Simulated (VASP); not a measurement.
# CdSe (P1) in VASP: single point with PBE

Aim: the single point of CdSe with PBE.

All numbers are computed with VASP 6.6.1; they aren't measurements. Logs are shortened: lines on timing, memory, paths and dates and some standing lists are left out, and cuts for length are marked.

**1. The cell of the first run**

The typed cell holds 16 atoms: a = 8.677 Å, b = 8.677 Å, c = 8.677 Å, α = 60.00°, β = 60.00°, γ = 60.00°.

**2. Single point, PBE**

INCAR reads:

```
SYSTEM = CdSe
PREC = Accurate
ENCUT = 520
EDIFF = 1E-6
ISMEAR = -1
SIGMA = 0.052
LREAL = Auto
LASPH = .TRUE.
NELM = 100
ALGO = Normal
ISIF = 2
LWAVE = .FALSE.
LCHARG = .TRUE.
GGA = PE
LELF = .TRUE.
LVHAR = .TRUE.
NBANDS = 86
```

KPOINTS reads:

```
regular mesh
0
G
  2 2 2
  0 0 0
```

POSCAR reads:

```
CdSe
1.0
    0.0000000000      6.1355619295      6.1355619295
    6.1355619295      0.0000000000      6.1355619295
    6.1355619295      6.1355619295      0.0000000000
Cd Se
8 8
Direct
    0.0067054983     -0.0079376593     -0.0012733960
   -0.0028075668     -0.0082248375      0.4956144254
    0.0075248201      0.5064620056     -0.0006299342
   -0.0098385447      0.5072567168      0.4997226065
    0.5036361030     -0.0011771538      0.0167362829
    0.4953787501     -0.0040778661      0.4982322785
    0.5026229114      0.5130970946     -0.0015783395
    0.4957479095      0.4847026294      0.5073545073
    0.1165343139      0.1251718276      0.1304502357
    0.1311381923      0.1262687116      0.6145775307
    0.1162459948      0.6187297176      0.1321271807
    0.1101561695      0.6319621649      0.6347226293
    0.6331434748      0.1295063124      0.1077562263
    0.6216576483      0.1337522153      0.6204447194
    0.6339758354      0.6230100916      0.1174327646
    0.6386147748      0.6256901233      0.6223060811
```

Potentials or basis: VASP PAW PBE potentials, release 64 (Cd, Se).

Command:

```sh
$ cat potpaw_PBE.64/Cd/POTCAR potpaw_PBE.64/Se/POTCAR > POTCAR
$ mpirun -np 1 vasp_std > vasp.out
```

OUTCAR:

```text
SYSTEM = CdSe
   PREC = Accurate
   ENCUT = 520
   EDIFF = 1E-6
   ISMEAR = -1
   LREAL = Auto
   LASPH = .TRUE.
   NELM = 100
   ISIF = 2
   GGA = PE

 ion  position               nearest neighbor table
   1  0.007  0.992  0.999-  11 2.65  13 2.65   9 2.66  10 2.72
   2  0.997  0.992  0.496-  12 2.55   9 2.59  14 2.66  10 2.75
   3  0.008  0.506  0.999-  11 2.51  12 2.59  15 2.65   9 2.71
   4  0.990  0.507  0.500-  16 2.49  11 2.61  12 2.69  10 2.70
   5  0.504  0.999  0.017-  13 2.50  15 2.67   9 2.75  14 2.81
   6  0.495  0.996  0.498-  10 2.58  16 2.63  14 2.74  13 2.77
[... 8 lines left out ...]
  15  0.634  0.623  0.117-   7 2.55   3 2.65   5 2.67   8 2.77
  16  0.639  0.626  0.622-   4 2.49   6 2.63   7 2.67   8 2.83

  LATTYP: Found a face centered cubic cell.
 ALAT       =    12.2711238590

  Lattice vectors:

 A1 = (   0.0000000000,   6.1355619295,   6.1355619295)
 A2 = (   6.1355619295,   0.0000000000,   6.1355619295)
 A3 = (   6.1355619295,   6.1355619295,   0.0000000000)

Analysis of symmetry for initial positions (statically):
=====================================================================
 Subroutine PRICEL returns:
 Original cell was already a primitive cell.

 Routine SETGRP: Setting up the symmetry group for a
 face centered cubic supercell.

 Subroutine GETGRP returns: Found  1 space group operations
 (whereof  1 operations were pure point group operations)
 out of a pool of 48 trial point group operations.

The static configuration has the point symmetry C_1 .

Analysis of symmetry for dynamics (positions and initial velocities):
=====================================================================
 Subroutine PRICEL returns:
 Original cell was already a primitive cell.

 Routine SETGRP: Setting up the symmetry group for a
 face centered cubic supercell.

 Subroutine GETGRP returns: Found  1 space group operations
 (whereof  1 operations were pure point group operations)
 out of a pool of 48 trial point group operations.

The dynamic configuration has the point symmetry C_1 .

 Subroutine INISYM returns: Found  1 space group operations
 (whereof  1 operations are pure point group operations),
 and found     1 'primitive' translations

----------------------------------------------------------------------------------------

                                     Primitive cell

  volume of cell :     461.9479

  direct lattice vectors                    reciprocal lattice vectors
     0.000000000  6.135561929  6.135561929    -0.081492128  0.081492128  0.081492128
     6.135561929  0.000000000  6.135561929     0.081492128 -0.081492128  0.081492128
     6.135561929  6.135561929  0.000000000     0.081492128  0.081492128 -0.081492128

  length of vectors
     8.676994893  8.676994893  8.676994893     0.141148507  0.141148507  0.141148507

  position of ions in fractional coordinates (direct lattice)
     0.006705498  0.992062341  0.998726604
     0.997192433  0.991775162  0.495614425
     0.007524820  0.506462006  0.999370066
     0.990161455  0.507256717  0.499722607
     0.503636103  0.998822846  0.016736283
     0.495378750  0.995922134  0.498232278
[... 8 lines left out ...]
     0.633975835  0.623010092  0.117432765
     0.638614775  0.625690123  0.622306081

  ion indices of the primitive-cell ions
   primitive index   ion index
                 1           1
                 2           2
                 3           3
                 4           4
                 5           5
                 6           6
[... 8 lines left out ...]
                15          15
                16          16

----------------------------------------------------------------------------------------

 KPOINTS: regular mesh

Automatic generation of k-mesh.
 Grid dimensions read from file:
 generate k-points for:    2    2    2

 Generating k-lattice:

  Cartesian coordinates                     Fractional coordinates (reciprocal lattice)
    -0.040746064  0.040746064  0.040746064     0.500000000  0.000000000  0.000000000
     0.040746064 -0.040746064  0.040746064     0.000000000  0.500000000  0.000000000
     0.040746064  0.040746064 -0.040746064     0.000000000  0.000000000  0.500000000

  Length of vectors
     0.070574253  0.070574253  0.070574253

  Shift w.r.t. Gamma in fractional coordinates (k-lattice)
     0.000000000  0.000000000  0.000000000

 Subroutine IBZKPT returns following result:
 ===========================================

 Found      8 irreducible k-points:

 Following reciprocal coordinates:
            Coordinates               Weight
  0.000000  0.000000  0.000000      1.000000
  0.500000  0.000000  0.000000      1.000000
  0.000000  0.500000  0.000000      1.000000
  0.000000  0.000000  0.500000      1.000000
  0.500000  0.500000  0.500000      1.000000
  0.500000  0.500000  0.000000      1.000000
  0.000000  0.500000  0.500000      1.000000
  0.500000  0.000000  0.500000      1.000000
   k-points           NKPTS =      8   k-points in BZ     NKDIM =      8   number of bands    NBANDS=     86
   number of dos      NEDOS =    301   number of ions     NIONS =     16
   total plane-waves  NPLWV = 343000
   dimension x,y,z NGX =    70 NGY =   70 NGZ =   70
   dimension x,y,z NGXF=   140 NGYF=  140 NGZF=  140
   ions per type =               8   8
   NGX,Y,Z   is equivalent  to a cutoff of  13.41, 13.41, 13.41 a.u.
   NGXF,Y,Z  is equivalent  to a cutoff of  26.82, 26.82, 26.82 a.u.
 SYSTEM =  CdSe
   PREC   = accura    normal or accurate (medium, high low for compatibility)
   ISTART =      0    job   : 0-new  1-cont  2-samecut
   ICHARG =      2    charge: 1-file 2-atom 10-const
   ISPIN  =      1    spin polarized calculation?
   LNONCOLLINEAR =      F non collinear calculations
   LSORBIT =      F    spin-orbit coupling
   LASPH  =      T    aspherical Exc in radial PAW
   ENCUT  =  520.0 eV  38.22 Ry    6.18 a.u.  16.13 16.13 16.13*2*pi/ulx,y,z
   NELM   =    100;   NELMIN=  2; NELMDL= -5     # of ELM steps
   EDIFF  = 0.1E-05   stopping-criterion for ELM
   LREAL  =      T    real-space projection
   EDIFFG = 0.1E-04   stopping-criterion for IOM
   NSW    =      0    number of steps for IOM
   IBRION =     -1    ionic relax: 0-MD 1-quasi-New 2-CG
   NFREE  =      0    steps in history (QN), initial steepest desc. (CG)
   ISIF   =      2    stress and relaxation
   ISYM   =      2    0-nonsym 1-usesym 2-fastsym
   POTIM  = 0.5000    time-step for ionic-motion
   TEBEG  =    0.0;   TEEND  =   0.0 temperature during run
   PSTRESS=    0.0 pullay stress
   NELECT =     144.0000    total number of electrons
   NUPDOWN=      -1.0000    fix difference up-down
   EMIN   =  10.00;   EMAX   =-10.00  energy-range for DOS
   EFERMI =   0.00;   METHOD = LEGACY
   ISMEAR =    -1;   SIGMA  =   0.05  broadening in eV -4-tet -1-fermi 0-gaus
   EFERMI_NEDOS =   21; number of points for ismear=-14 and -15
   IALGO  =     38    algorithm
   IMIX   =      4    mixing-type and parameters
     AMIX     =   0.40;   BMIX     =  1.00
     AMIX_MAG =   1.60;   BMIX_MAG =  1.00
  volume/ion in A,a.u.               =      28.87       194.84
  Fermi-wavevector in a.u.,A,eV,Ry     =   1.110021  2.097636 16.764382  1.232147
  Thomas-Fermi vector in A             =   2.246568
   LORBIT       =      0    0 simple, 1 ext, 2 COOP (PROOUT), +10 PAW based schemes
   GGA     = PE    functional components
   LHFCALC =     F    Hartree Fock is set to
   AEXX    =    0.0000 exact exchange contribution
   IVDW    =     0    specifies the selected vdW correction
   LEPSILON=     F    determine dielectric tensor
   LRPA    =     F    only Hartree local field effects (RPA)
 non-spin polarized calculation
  energy-cutoff  :      520.00
  volume of cell :      461.95
 maximum number of plane-waves:     12434
 NGX is ok and might be reduce to    70
   NGX = 33   NGY = 33   NGZ = 33

 number of electron     144.0000006 magnetization

 Free energy of the ion-electron system (eV)
  ---------------------------------------------------
  ext. energy  EPLUGINS =         0.00000000
  ---------------------------------------------------
  free energy    TOTEN  =       -42.95223118 eV

  energy without entropy =      -42.95057816  energy(sigma->0) =      -42.95140467

 E-fermi :   1.0788     XC(G=0):  -8.7538

 val. band max:        0.8062415230   @ k =   0.0000   0.0000   0.0000
 cond. band min:       1.3155132553   @ k =   0.0000   0.0000   0.0000
 fundamental gap:      0.5092717323
 Fermi energy:         1.0788021446

 k-point     1 :       0.0000    0.0000    0.0000
  band No.  band energies     occupation
      1     -11.7600      2.00000
      2     -11.4878      2.00000
      3     -11.4193      2.00000
      4     -11.3718      2.00000
      5     -11.3087      2.00000
      6     -11.2336      2.00000
[... 76 lines left out ...]
     83       4.5700      0.00000
     84       6.5932      0.00000

 k-point     2 :       0.5000    0.0000    0.0000
  band No.  band energies     occupation
      1     -11.6547      2.00000
      2     -11.5339      2.00000
      3     -11.4438      2.00000
      4     -11.3527      2.00000
      5     -11.3038      2.00000
      6     -11.2427      2.00000
[... 511 lines left out ...]
     83       5.9149      0.00000
     84       5.9380      0.00000

 k-point     8 :       0.5000    0.0000    0.5000
  band No.  band energies     occupation
      1     -11.6221      2.00000
      2     -11.5128      2.00000
      3     -11.4181      2.00000
      4     -11.4084      2.00000
      5     -11.3150      2.00000
      6     -11.2899      2.00000
[... 76 lines left out ...]
     83       5.9125      0.00000
     84       5.9540      0.00000
 [bands above 84 left out]

------------------------ aborting loop because EDIFF is reached ----------------------------------------

  FORCE on cell =-STRESS in cart. coord.  units (eV):
  Direction    XX          YY          ZZ          XY          YZ          ZX
  --------------------------------------------------------------------------------------
  -------------------------------------------------------------------------------------
  Total        7.0841253      7.2569933      6.9459330     -0.4477107      0.7386228      1.3911903
  in kB       24.5699225     25.1694821     24.0906294     -1.5527982      2.5617709      4.8250752
  external PRESSURE =      24.6100113 kB  Pullay stress =       0.0000000 kB

 VOLUME and BASIS-vectors are now :
 -----------------------------------------------------------------------------
  energy-cutoff  :      520.00
  volume of cell :      461.95
      direct lattice vectors                 reciprocal lattice vectors
     0.000000000  6.135561929  6.135561929    -0.081492128  0.081492128  0.081492128
     6.135561929  0.000000000  6.135561929     0.081492128 -0.081492128  0.081492128
     6.135561929  6.135561929  0.000000000     0.081492128  0.081492128 -0.081492128

 POSITION                                       TOTAL-FORCE (eV/Angst)
 -----------------------------------------------------------------------------------
     12.21461      6.16889      6.12800        -0.107846     -0.178945      0.261191
      9.12597      9.15921     12.20343         0.619194     -0.041997      0.313966
      9.23913      6.17787      3.15360        -0.434242     -0.166574     -0.702574
      6.17838      9.14128      9.18750        -0.431417      0.840243      0.263020
      6.23103      3.19278      9.21843        -0.545233     -0.840069     -0.525172
      9.16748      6.09636      9.14997        -0.082481      0.050835      0.538817
[... 8 lines left out ...]
      4.54303      4.61031      7.71231         0.729809      0.273708     -0.076117
      7.65716      7.73646      7.75722         0.349090     -0.897781     -0.993629
 -----------------------------------------------------------------------------------
    total drift:                                0.005781      0.028282      0.001601

  FREE ENERGIE OF THE ION-ELECTRON SYSTEM (eV)
  ---------------------------------------------------
  free  energy   TOTEN  =       -42.9522311751 eV

  energy  without entropy=      -42.9505781561  energy(sigma->0) =      -42.95140467
```

Run time: 24 min. Hardware: 1 thread of Oxide Virtual Turin-like, shared host; peak memory 0.73 GiB.

What came out:

| Item | Value |
| --- | --- |
| Free energy | -42.9522 eV |
| Pressure | 2.5 GPa |
| Largest force | 1.384 eV/Å |
| Band gap on the k mesh | 0.51 eV |

Forces on the atoms (eV/Å):
```
Cd  -0.108 -0.179  0.261
Cd   0.619 -0.042  0.314
Cd  -0.434 -0.167 -0.703
Cd  -0.431  0.840  0.263
Cd  -0.545 -0.840 -0.525
Cd  -0.082  0.051  0.539
Cd  -0.287 -0.287 -0.447
Cd   0.646 -0.578  0.768
Se  -0.404 -0.034  0.474
Se   0.260 -0.161 -0.386
Se   0.112  0.578  0.946
Se  -0.832  0.293  0.136
Se   0.859  0.537  0.326
Se  -0.451  0.612 -0.897
Se   0.730  0.274 -0.076
Se   0.349 -0.898 -0.994
```

Stress tensor (GPa, compression positive):
```
 2.46 -0.16  0.48
-0.16  2.52  0.26
 0.48  0.26  2.41
```

Caveat: the k points lie up to 0.44 Å⁻¹ apart; the atoms stand as in a frame of molecular dynamics; the structure was generated, so it needn't be the stable form of CdSe; semilocal functionals underestimate gaps, and a narrow one can read as zero; forces of over 1 eV/Å act on the atoms, so gaps and moduli don't describe the material at rest.
